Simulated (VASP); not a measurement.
# W (R-3m) in VASP: notebook, part 2 of 2

VASP 6.6.1. Earlier steps stand in the parts before.

## (3) Single point, PBEsol

This run uses another cell than the first one, of the same volume but with other edges.

INCAR reads:

```
SYSTEM = W
ALGO = Fast
EDIFF = 1E-6
ENCUT = 520
GGA = PS
ISIF = 2
ISMEAR = 0
LASPH = .True.
LCHARG = .True.
LELF = .True.
LREAL = .False.
LVHAR = .True.
LWAVE = .False.
NBANDS = 13
NELM = 100
PREC = Accurate
SIGMA = 0.15
```

KPOINTS reads:

```
k-points
0
Gamma
  22 22 22
  0 0 0
```

POSCAR reads:

```
W
1.0
   -0.4399297452      1.8355689370      1.8355689370
    1.8355689370     -0.4399297452      1.8355689370
    1.8355689370      1.8355689370     -0.4399297452
W
1
Direct
    0.0000000000      0.0000000000      0.0000000000
```

Potentials or basis: VASP PAW PBE potentials, release 64 (W_sv).

Run with:

```sh
$ cat potpaw_PBE.64/W_sv/POTCAR > POTCAR
$ mpirun -np 1 vasp_std > vasp.out
```

OUTCAR:

```text
SYSTEM = W
   EDIFF = 1E-6
   ENCUT = 520
   GGA = PS
   ISIF = 2
   ISMEAR = 0
   LASPH = .True.
   LREAL = .False.
   NELM = 100
   PREC = Accurate

 ion  position               nearest neighbor table
   1  0.000  0.000  0.000-

  LATTYP: Found a trigonal (rhomboedric) cell.
 ALAT       =     2.6329004587
 COS(alpha) =     0.2530624440

  Lattice vectors:

 A1 = (  -0.4399297452,   1.8355689370,   1.8355689370)
 A2 = (   1.8355689370,  -0.4399297452,   1.8355689370)
 A3 = (   1.8355689370,   1.8355689370,  -0.4399297452)
[... 555 lines left out ...]
      5       4.6732      2.00000
      6       7.2043      2.00000
      7       9.7132      2.00000
      8      12.6475      0.00000
      9      13.4283      0.00000
     10      13.4764      0.00000
     11      20.5730      0.00000
     12      25.2940      0.00000
     13      25.8844      0.00000

 [... further k-points ...]
[... 5 lines left out ...]
  --------------------------------------------------------------------------------------
  -------------------------------------------------------------------------------------
  Total       -0.0001648     -0.0001648     -0.0001648      1.4875028      1.4875028      1.4875028
  in kB       -0.0157858     -0.0157858     -0.0157858    142.4459986    142.4459986    142.4459986
  external PRESSURE =      -0.0157858 kB  Pullay stress =       0.0000000 kB

 VOLUME and BASIS-vectors are now :
 -----------------------------------------------------------------------------
  energy-cutoff  :      520.00
  volume of cell :       16.73
      direct lattice vectors                 reciprocal lattice vectors
    -0.439929745  1.835568937  1.835568937    -0.189815484  0.249648625  0.249648625
     1.835568937 -0.439929745  1.835568937     0.249648625 -0.189815484  0.249648625
     1.835568937  1.835568937 -0.439929745     0.249648625  0.249648625 -0.189815484

 POSITION                                       TOTAL-FORCE (eV/Angst)
 -----------------------------------------------------------------------------------
      0.00000      0.00000      0.00000         0.000000      0.000000     -0.000000
 -----------------------------------------------------------------------------------
    total drift:                                0.000000     -0.000000     -0.000000

  FREE ENERGIE OF THE ION-ELECTRON SYSTEM (eV)
  ---------------------------------------------------
  free  energy   TOTEN  =       -13.0454139045 eV

  energy  without entropy=      -13.0377431748  energy(sigma->0) =      -13.04157854
```

stdout:

```text
POSCAR found type information on POSCAR W
 POSCAR found :  1 types and       1 ions
 scaLAPACK will be used
 -----------------------------------------------------------------------------
|                                                                             |
|                                                                             |
|     You enforced a specific xc type in the INCAR file but a different       |
|     I HOPE YOU KNOW WHAT YOU ARE DOING!                                     |
|                                                                             |
 -----------------------------------------------------------------------------

 LDA part: xc-table for (Slater+PW92), standard interpolation
 POSCAR, INCAR and KPOINTS ok, starting setup
 FFT: planning ... GRIDC
 FFT: planning ... GRID_SOFT
 FFT: planning ... GRID
 WAVECAR not read
 entering main loop
WARNING in EDDRMM: call to ZHEGV failed, returncode =   8  4     13
WARNING in EDDRMM: call to ZHEGV failed, returncode =   8  4     13
WARNING in EDDRMM: call to ZHEGV failed, returncode =   8  4     12
WARNING in EDDRMM: call to ZHEGV failed, returncode =   8  4     13
WARNING in EDDRMM: call to ZHEGV failed, returncode =   8  4     13
WARNING in EDDRMM: call to ZHEGV failed, returncode =   8  4     13
WARNING in EDDRMM: call to ZHEGV failed, returncode =   8  4     13
```

Wall time 1.9 min (1 thread of Intel Xeon Platinum 8488C (Sapphire Rapids), shared host); peak memory 0.3 GiB.

Results:

```
Free energy            : -13.0454 eV
Pressure               : 0.0 GPa
Band gap on the k mesh : zero (bands 7 and 8 overlap by 3.89 eV)
```

Caveat: the PAW data sets were made with another functional, which shifts forces and pressure a little; spin-orbit coupling is left out, which moves the levels of the heavy elements.

## (4) Single point, PBEsol

This run uses another cell than the first one, of the same volume but with other edges.

INCAR reads:

```
SYSTEM = W
PREC = Accurate
ENCUT = 520
EDIFF = 1E-6
ISMEAR = 0
SIGMA = 0.15
LREAL = .FALSE.
LASPH = .TRUE.
NELM = 100
ALGO = Fast
ISIF = 2
LWAVE = .FALSE.
LCHARG = .FALSE.
GGA = PS
NBANDS = 13
```

KPOINTS reads:

```
Automatic mesh
0
G
  22 22 22
  0 0 0
```

POSCAR reads:

```
W
1.0
    0.4948219214      2.3051460243      2.3051460243
    2.3051460243      0.4948219214      2.3051460243
    2.3051460243      2.3051460243      0.4948219214
W
1
Direct
    0.0000000000      0.0000000000      0.0000000000
```

Run with:

```sh
$ cat potpaw_PBE.64/W_sv/POTCAR > POTCAR
$ mpirun -np 1 vasp_std > vasp.out
```

Wall time 4.3 min (1 thread of Intel Xeon Platinum 8488C (Sapphire Rapids), shared host); peak memory 0.33 GiB.

The run converged. Its results:

```yaml
Free_energy: -12.4013 eV
Pressure: 19.3 GPa
Band_gap_on_the_k_mesh: zero (bands 7 and 8 overlap by 4.86 eV)
```

Stress tensor (GPa, compression positive):
```
 19.32 -32.56 -32.56
-32.56  19.32 -32.56
-32.56 -32.56  19.32
```

Levels at points of the mesh, in eV from the Fermi level:
```tsv
k point	band 4	band 5	band 6	band 7	band 8	band 9	band 10	band 11
(0.00, 0.00, 0.00)	-37.03	-9.15	-4.18	-0.40	-0.40	3.88	3.88	9.82
(0.50, 0.00, 0.00)	-37.56	-6.13	-3.65	1.19	1.56	1.83	7.71	11.71
(0.50, 0.50, 0.00)	-37.59	-6.14	-5.11	3.25	3.47	3.48	7.77	9.14
(0.50, 0.50, 0.50)	-37.04	-7.06	-2.26	-0.55	-0.55	4.35	4.61	4.61
```

Caveat: the cell stands under pressure; the PAW data sets were made with another functional, which shifts forces and pressure a little; spin-orbit coupling is left out, which moves the levels of the heavy elements.

## (5) Single point, PBEsol

This run uses another cell than the first one, of the same volume but with other edges.

INCAR reads:

```
  PREC = Accurate
  ENCUT = 520
  EDIFF = 1E-6
  ISMEAR = 0
  SIGMA = 0.15
  LREAL = False
  LASPH = True
  NELM = 80
  ALGO = Fast
  ISIF = 2
  LWAVE = False
  LCHARG = False
  GGA = PS
  NBANDS = 13
```

KPOINTS reads:

```
Automatic mesh
0
Gamma
  22 22 22
```

POSCAR reads:

```
W
1.0
   -0.6418216363      1.7650094998      1.7650094998
    1.7650094998     -0.6418216363      1.7650094998
    1.7650094998      1.7650094998     -0.6418216363
W
1
Direct
    0.0000000000      0.0000000000      0.0000000000
```

Run with:

```sh
$ cat potpaw_PBE.64/W_sv/POTCAR > POTCAR
$ mpirun -np 1 vasp_std > vasp.out
```

Wall time 1.7 min (1 thread of Intel Xeon Platinum 8488C (Sapphire Rapids), shared host); peak memory 0.3 GiB.

It converged, with:

```
Free energy            : -12.5263 eV
Pressure               : 11.4 GPa
Band gap on the k mesh : zero (bands 7 and 8 overlap by 2.93 eV)
```

Stress tensor (GPa, compression positive):
```
11.37 13.18 13.18
13.18 11.37 13.18
13.18 13.18 11.37
```

Levels at points of the mesh, in eV from the Fermi level:
```tsv
k point	band 4	band 5	band 6	band 7	band 8	band 9	band 10	band 11
(0.00, 0.00, 0.00)	-37.38	-9.14	-4.52	-4.52	4.60	4.60	4.86	13.66
(0.50, 0.00, 0.00)	-37.35	-5.57	-3.70	-0.71	1.13	1.68	4.94	10.36
(0.50, 0.50, 0.00)	-37.31	-6.20	-3.61	2.04	2.33	3.98	6.61	8.01
(0.50, 0.50, 0.50)	-38.58	-5.37	-3.74	-3.74	6.50	8.12	8.12	10.29
```

Caveat: the cell stands under pressure; the PAW data sets were made with another functional, which shifts forces and pressure a little; spin-orbit coupling is left out, which moves the levels of the heavy elements.

## (6) Single point, PBEsol

This run uses another cell than the first one, of the same volume but with other edges.

INCAR reads:

```
SYSTEM = W
ALGO = Fast
EDIFF = 1E-6
ENCUT = 520
GGA = PS
ISIF = 2
ISMEAR = 0
LASPH = .TRUE.
LCHARG = .TRUE.
LELF = .TRUE.
LREAL = .FALSE.
LVHAR = .TRUE.
LWAVE = .FALSE.
NBANDS = 13
NELM = 100
PREC = Accurate
SIGMA = 0.15
```

KPOINTS reads:

```
k-points
0
G
  22 22 22
  0 0 0
```

POSCAR reads:

```
W
1.0
   -0.2143004400      1.9287039597      1.9287039597
    1.9287039597     -0.2143004400      1.9287039597
    1.9287039597      1.9287039597     -0.2143004400
W
1
Direct
    0.0000000000      0.0000000000      0.0000000000
```

Potentials or basis: VASP PAW PBE potentials, release 64 (W_sv).

Run with:

```sh
$ cat potpaw_PBE.64/W_sv/POTCAR > POTCAR
$ mpirun -np 1 vasp_std > vasp.out
```

It took 1.8 min on 1 thread of Intel Xeon Platinum 8488C (Sapphire Rapids), shared host; peak memory 0.3 GiB.

It converged, with:

```yaml
Free_energy: -13.3638 eV
Pressure: -9.5 GPa
Band_gap_on_the_k_mesh: zero (bands 7 and 8 overlap by 3.76 eV)
```

Stress tensor (GPa, compression positive):
```
-9.45  1.38  1.38
 1.38 -9.45  1.38
 1.38  1.38 -9.45
```

Levels at points of the mesh, in eV from the Fermi level:
```
           k point  band 5  band 6  band 7  band 8  band 9  band 10
(0.00, 0.00, 0.00)   -9.07   -1.95   -1.95    1.30    2.71     2.71
(0.50, 0.00, 0.00)   -5.76   -2.13   -0.04    0.91    3.44     4.64
(0.50, 0.50, 0.00)   -5.55   -4.60    2.91    4.04    4.85     6.24
(0.50, 0.50, 0.50)   -5.50   -1.69   -1.69    2.24    5.62     5.62
```

Caveat: the cell stands under tension; the PAW data sets were made with another functional, which shifts forces and pressure a little; spin-orbit coupling is left out, which moves the levels of the heavy elements.

## (7) The runs side by side

| cell | gap on the mesh (eV) | pressure (GPa) |
| --- | --- | --- |
| a = 3.947 Å, angles 33.6°, 1 atom | none | 128.5 |
| a = 2.633 Å, angles 75.3°, 1 atom | none | 0.0 |
| a = 3.297 Å, angles 45.7°, 1 atom | none | 19.3 |
| a = 2.577 Å, angles 82.7°, 1 atom | none | 11.4 |
| a = 2.736 Å, angles 67.3°, 1 atom | none | -9.5 |

Alike in all rows: task single point; level PBEsol; potentials or basis VASP PAW PBE potentials, release 64 (W_sv); no spin polarisation; k mesh 22 × 22 × 22; cutoff (eV) 520; smearing gaussian 0.15 eV.

Caveats: the PAW data sets were made with another functional, which shifts forces and pressure a little; spin-orbit coupling is left out, which moves the levels of the heavy elements; the cell stands under pressure (at least some runs); the cell stands under tension (at least some runs).

Total energies depend on the potentials used, so only differences within one code and one set of settings carry meaning.
